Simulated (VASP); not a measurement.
Au, 5 atoms in the cell. The cell holds a slab with vacuum, 5 atoms: a = 2.940 Å, b = 2.940 Å, c = 25.602 Å, α = 90.00°, β = 90.00°, γ = 120.00°. 

- Program: VASP 6.6.1
- Task: single point
- Functional: PBE
- Potentials or basis: VASP PAW PBE potentials, release 64 (Au)
- Cutoff: 520 eV
- k mesh: 13 × 13 × 1
- Occupations: fermi-dirac, width 0.05 eV
- Spin: no spin polarisation
- Dipole correction: no
- Further INCAR settings: ALGO = Normal; EDIFF = 1e-06; NBANDS = 36

Potentials or basis: VASP PAW PBE potentials, release 64 (Au).

Command:

```bash
$ cat potpaw_PBE.64/Au/POTCAR > POTCAR
$ mpirun -np 1 vasp_std > vasp.out
```

Hardware: 1 thread of Intel(R) Xeon(R) 6975P-C (Granite Rapids), on a shared host.

How long does it take, and how much memory?

It took 4.4 min on 1 thread of Intel(R) Xeon(R) 6975P-C (Granite Rapids), on a shared host, peak memory 0.36 GiB. Counts: scf iterations 19, k points 21.
